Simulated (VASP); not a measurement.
# Ag (Pm-3m) in VASP: notebook

Ag is run at these levels: PBE; tasks: single point.

Program: VASP 6.6.1. These are calculated values, not measurements. Logs are shortened: lines on timing, memory, paths and dates and some standing lists are left out, and cuts for length are marked.

## 1. The cell of the first run

It takes space group Pm-3m (No. 221, cubic). Conventional cell: a = 2.637 Å, b = 2.637 Å, c = 2.637 Å, α = 90.00°, β = 90.00°, γ = 90.00°. Within 3.5 Å of Ag (site symmetry m-3m) lie 6 Ag at 2.64 Å.

## 2. Single point, PBE (volume scaled by 0.88)

Input file INCAR:

```
ALGO = Normal
EDIFF = 1E-6
ENCUT = 520
GGA = PE
ISIF = 2
ISMEAR = -1
LASPH = True
LCHARG = False
LREAL = False
LWAVE = False
NBANDS = 12
NELM = 80
PREC = Accurate
SIGMA = 0.1
```

Input file KPOINTS:

```
k-points
0
Gamma
  13 13 13
```

Input file POSCAR:

```
Ag
1.0
    2.6373616903      0.0000000000      0.0000000000
    0.0000000000      2.6373616903      0.0000000000
    0.0000000000      0.0000000000      2.6373616903
Ag
1
Direct
    0.0000000000      0.0000000000      0.0000000000
```

Potentials or basis: VASP PAW PBE potentials, release 64 (Ag).

Run with:

```bash
$ cat potpaw_PBE.64/Ag/POTCAR > POTCAR
$ mpirun -np 1 vasp_std > vasp.out
```

OUTCAR:

```text
EDIFF = 1E-6
   ENCUT = 520
   GGA = PE
   ISIF = 2
   ISMEAR = -1
   LASPH = True
   LREAL = False
   NELM = 80
   PREC = Accurate

 ion  position               nearest neighbor table
   1  0.000  0.000  0.000-

  LATTYP: Found a simple cubic cell.
 ALAT       =     2.6373616903

  Lattice vectors:

 A1 = (   2.6373616903,   0.0000000000,   0.0000000000)
 A2 = (   0.0000000000,   2.6373616903,   0.0000000000)
 A3 = (   0.0000000000,   0.0000000000,   2.6373616903)

Analysis of symmetry for initial positions (statically):
=====================================================================
 Subroutine PRICEL returns:
 Original cell was already a primitive cell.

 Routine SETGRP: Setting up the symmetry group for a
 simple cubic supercell.

 Subroutine GETGRP returns: Found 48 space group operations
 (whereof 48 operations were pure point group operations)
 out of a pool of 48 trial point group operations.

The static configuration has the point symmetry O_h .

Analysis of symmetry for dynamics (positions and initial velocities):
=====================================================================
 Subroutine PRICEL returns:
 Original cell was already a primitive cell.

 Routine SETGRP: Setting up the symmetry group for a
 simple cubic supercell.

 Subroutine GETGRP returns: Found 48 space group operations
 (whereof 48 operations were pure point group operations)
 out of a pool of 48 trial point group operations.

The dynamic configuration has the point symmetry O_h .

 Subroutine INISYM returns: Found 48 space group operations
 (whereof 48 operations are pure point group operations),
 and found     1 'primitive' translations

----------------------------------------------------------------------------------------

                                     Primitive cell

  volume of cell :      18.3446

  direct lattice vectors                    reciprocal lattice vectors
     2.637361690  0.000000000  0.000000000     0.379166803  0.000000000  0.000000000
     0.000000000  2.637361690  0.000000000     0.000000000  0.379166803  0.000000000
     0.000000000  0.000000000  2.637361690     0.000000000  0.000000000  0.379166803

  length of vectors
     2.637361690  2.637361690  2.637361690     0.379166803  0.379166803  0.379166803

  position of ions in fractional coordinates (direct lattice)
     0.000000000  0.000000000  0.000000000

  ion indices of the primitive-cell ions
   primitive index   ion index
                 1           1

----------------------------------------------------------------------------------------

 KPOINTS: k-points

Automatic generation of k-mesh.
 Grid dimensions read from file:
 generate k-points for:   13   13   13

 Generating k-lattice:

  Cartesian coordinates                     Fractional coordinates (reciprocal lattice)
     0.029166677  0.000000000  0.000000000     0.076923077  0.000000000  0.000000000
     0.000000000  0.029166677  0.000000000     0.000000000  0.076923077  0.000000000
     0.000000000  0.000000000  0.029166677     0.000000000  0.000000000  0.076923077

  Length of vectors
     0.029166677  0.029166677  0.029166677

  Shift w.r.t. Gamma in fractional coordinates (k-lattice)
     0.000000000  0.000000000  0.000000000

 Subroutine IBZKPT returns following result:
 ===========================================

 Found     84 irreducible k-points:

 Following reciprocal coordinates:
            Coordinates               Weight
  0.000000  0.000000  0.000000      1.000000
  0.076923  0.000000  0.000000      6.000000
  0.153846  0.000000  0.000000      6.000000
  0.230769  0.000000  0.000000      6.000000
  0.307692  0.000000  0.000000      6.000000
  0.384615  0.000000  0.000000      6.000000
[... 16 lines left out ...]
  0.307692  0.307692  0.000000     12.000000
  0.384615  0.307692  0.000000     24.000000
 [... further k-points ...]
   k-points           NKPTS =     84   k-points in BZ     NKDIM =     84   number of bands    NBANDS=     12
   number of dos      NEDOS =    301   number of ions     NIONS =      1
   total plane-waves  NPLWV =   8000
   dimension x,y,z NGX =    20 NGY =   20 NGZ =   20
   dimension x,y,z NGXF=    40 NGYF=   40 NGZF=   40
   ions per type =               1
   NGX,Y,Z   is equivalent  to a cutoff of  12.61, 12.61, 12.61 a.u.
   NGXF,Y,Z  is equivalent  to a cutoff of  25.21, 25.21, 25.21 a.u.
 SYSTEM =  unknown system
   PREC   = accura    normal or accurate (medium, high low for compatibility)
   ISTART =      0    job   : 0-new  1-cont  2-samecut
   ICHARG =      2    charge: 1-file 2-atom 10-const
   ISPIN  =      1    spin polarized calculation?
   LNONCOLLINEAR =      F non collinear calculations
   LSORBIT =      F    spin-orbit coupling
   LASPH  =      T    aspherical Exc in radial PAW
   ENCUT  =  520.0 eV  38.22 Ry    6.18 a.u.   4.90  4.90  4.90*2*pi/ulx,y,z
   NELM   =     80;   NELMIN=  2; NELMDL= -5     # of ELM steps
   EDIFF  = 0.1E-05   stopping-criterion for ELM
   LREAL  =      F    real-space projection
   EDIFFG = 0.1E-04   stopping-criterion for IOM
   NSW    =      0    number of steps for IOM
   IBRION =     -1    ionic relax: 0-MD 1-quasi-New 2-CG
   NFREE  =      0    steps in history (QN), initial steepest desc. (CG)
   ISIF   =      2    stress and relaxation
   ISYM   =      2    0-nonsym 1-usesym 2-fastsym
   POTIM  = 0.5000    time-step for ionic-motion
   TEBEG  =    0.0;   TEEND  =   0.0 temperature during run
   PSTRESS=    0.0 pullay stress
   NELECT =      11.0000    total number of electrons
   NUPDOWN=      -1.0000    fix difference up-down
   EMIN   =  10.00;   EMAX   =-10.00  energy-range for DOS
   EFERMI =   0.00;   METHOD = LEGACY
   ISMEAR =    -1;   SIGMA  =   0.10  broadening in eV -4-tet -1-fermi 0-gaus
   EFERMI_NEDOS =   21; number of points for ismear=-14 and -15
   IALGO  =     38    algorithm
   IMIX   =      4    mixing-type and parameters
     AMIX     =   0.40;   BMIX     =  1.00
     AMIX_MAG =   1.60;   BMIX_MAG =  1.00
  volume/ion in A,a.u.               =      18.34       123.80
  Fermi-wavevector in a.u.,A,eV,Ry     =   1.380499  2.608764 25.929669  1.905777
  Thomas-Fermi vector in A             =   2.505370
   LORBIT       =      0    0 simple, 1 ext, 2 COOP (PROOUT), +10 PAW based schemes
   GGA     = PE    functional components
   LHFCALC =     F    Hartree Fock is set to
   AEXX    =    0.0000 exact exchange contribution
   IVDW    =     0    specifies the selected vdW correction
   LEPSILON=     F    determine dielectric tensor
   LRPA    =     F    only Hartree local field effects (RPA)
 non-spin polarized calculation
  energy-cutoff  :      520.00
  volume of cell :       18.34
 maximum number of plane-waves:       505
 NGX is ok and might be reduce to    20
   NGX =  9   NGY =  9   NGZ =  9

 number of electron      11.0000006 magnetization

 Free energy of the ion-electron system (eV)
  ---------------------------------------------------
  ext. energy  EPLUGINS =         0.00000000
  ---------------------------------------------------
  free energy    TOTEN  =        -2.31015111 eV

  energy without entropy =       -2.29991466  energy(sigma->0) =       -2.30503288

 E-fermi :   7.3869     XC(G=0): -11.6812

 val. band max:        7.3317184308   @ k =   0.3077   0.3077   0.2308
 cond. band min:       7.4463610485   @ k =   0.3846   0.3077   0.0769
 fundamental gap:      0.1146426176
 Fermi energy:         7.3868992067

 k-point     1 :       0.0000    0.0000    0.0000
  band No.  band energies     occupation
      1       0.2676      2.00000
      2       1.0486      2.00000
      3       1.0486      2.00000
      4       4.6197      2.00000
      5       4.6197      2.00000
      6       4.6197      2.00000
      7      22.2463      0.00000
      8      22.2463      0.00000
      9      22.2463      0.00000
     10      27.9204      0.00000
     11      27.9204      0.00000
     12      28.4036      0.00000

 k-point     2 :       0.0769    0.0000    0.0000
  band No.  band energies     occupation
      1       0.4089      2.00000
      2       1.0686      2.00000
      3       1.1552      2.00000
      4       4.5444      2.00000
      5       4.5444      2.00000
      6       4.6259      2.00000
      7      20.9501      0.00000
      8      22.4723      0.00000
      9      22.4723      0.00000
     10      27.7204      0.00000
     11      28.1452      0.00000
     12      29.6659      0.00000

 k-point     3 :       0.1538    0.0000    0.0000
  band No.  band energies     occupation
      1       0.7422      2.00000
      2       1.1246      2.00000
      3       1.5472      2.00000
      4       4.3414      2.00000
      5       4.3414      2.00000
      6       4.6429      2.00000
      7      18.5698      0.00000
      8      23.1219      0.00000
      9      23.1219      0.00000
     10      27.1846      0.00000
     11      28.1387      0.00000
     12      32.5906      0.00000
[... 286 lines left out ...]
 k-point    23 :       0.3077    0.3077    0.0000
  band No.  band energies     occupation
      1       1.6568      2.00000
      2       1.9961      2.00000
      3       3.4526      2.00000
      4       3.8832      2.00000
      5       3.9542      2.00000
      6       5.8966      2.00000
      7      14.6768      0.00000
      8      17.3771      0.00000
      9      24.3385      0.00000
     10      28.1178      0.00000
     11      28.4922      0.00000
     12      32.0366      0.00000

 k-point    24 :       0.3846    0.3077    0.0000
  band No.  band energies     occupation
      1       1.7140      2.00000
      2       1.7831      2.00000
      3       3.7098      2.00000
      4       3.8725      2.00000
      5       3.9580      2.00000
      6       7.2497      1.59546
      7      13.0186      0.00000
      8      17.9046      0.00000
      9      22.4847      0.00000
     10      28.1111      0.00000
     11      29.8213      0.00000
     12      31.4714      0.00000

 [... further k-points ...]

------------------------ aborting loop because EDIFF is reached ----------------------------------------

  FORCE on cell =-STRESS in cart. coord.  units (eV):
  Direction    XX          YY          ZZ          XY          YZ          ZX
  --------------------------------------------------------------------------------------
  -------------------------------------------------------------------------------------
  Total        1.3649248      1.3649248      1.3649248      0.0000000      0.0000000     -0.0000000
  in kB      119.2093235    119.2093235    119.2093235      0.0000000      0.0000000     -0.0000000
  external PRESSURE =     119.2093235 kB  Pullay stress =       0.0000000 kB

 VOLUME and BASIS-vectors are now :
 -----------------------------------------------------------------------------
  energy-cutoff  :      520.00
  volume of cell :       18.34
      direct lattice vectors                 reciprocal lattice vectors
     2.637361690  0.000000000  0.000000000     0.379166803  0.000000000  0.000000000
     0.000000000  2.637361690  0.000000000     0.000000000  0.379166803  0.000000000
     0.000000000  0.000000000  2.637361690     0.000000000  0.000000000  0.379166803

 POSITION                                       TOTAL-FORCE (eV/Angst)
 -----------------------------------------------------------------------------------
      0.00000      0.00000      0.00000         0.000000      0.000000      0.000000
 -----------------------------------------------------------------------------------
    total drift:                               -0.000000      0.000000      0.000000

  FREE ENERGIE OF THE ION-ELECTRON SYSTEM (eV)
  ---------------------------------------------------
  free  energy   TOTEN  =        -2.3101511089 eV

  energy  without entropy=       -2.2999146553  energy(sigma->0) =       -2.30503288
```

Run time: 5.3 s. Hardware: 1 thread of Intel Xeon 6975P-C, shared host; peak memory 0.14 GiB.

What came out:

* Free energy: -2.3102 eV
* Pressure: 11.9 GPa

(Continued in part 2 of 2.)
